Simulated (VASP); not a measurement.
Wanted: the native input for a VASP 6.6.1 run.

* Task: single point
* Functional: LDA
* Potentials or basis: VASP PAW LDA potentials, release 64 (Cd, Se)
* Cutoff: 520 eV
* k mesh: 8 × 8 × 8
* Occupations: fermi-dirac, width 0.05 eV
* Spin: no spin polarisation
* Dipole correction: no
* Further INCAR settings: ALGO = Normal; EDIFF = 1e-07; NBANDS = 16

The structure of CdSe lies in POSCAR:

```
CdSe
1.0
    0.0000000000      2.8351159683      2.8351159683
    2.8351159683      0.0000000000      2.8351159683
    2.8351159683      2.8351159683      0.0000000000
Cd Se
1 1
Direct
    0.0000000000      0.0000000000      0.0000000000
    0.5000000000      0.5000000000      0.5000000000
```

The input as run:

INCAR

```
SYSTEM = CdSe
PREC = Accurate ; ENCUT = 520
EDIFF = 1E-7 ; ISMEAR = -1
SIGMA = 0.05 ; LREAL = .False.
LASPH = .True. ; NELM = 60
ALGO = Normal ; ISIF = 2
LWAVE = .False. ; LCHARG = .False.
NBANDS = 16
```

KPOINTS

```
regular mesh
0
Gamma
  8 8 8
  0 0 0
```

Potentials or basis: VASP PAW LDA potentials, release 64 (Cd, Se).

Command:

```console
$ cat potpaw_LDA.64/Cd/POTCAR potpaw_LDA.64/Se/POTCAR > POTCAR
$ mpirun -np 1 vasp_std > vasp.out
```

Results of the run:

```
Pressure               : -3.3 GPa
Band gap on the k mesh : zero (band 9 reaches 2.54 eV, above the bottom of band 10 at 1.89 eV)
```

Run time: 18 s on 1 thread of Intel(R) Xeon(R) Platinum 8259CL CPU @ 2.50GHz (Skylake/Cascade Lake), on a shared host, peak memory 0.16 GiB.
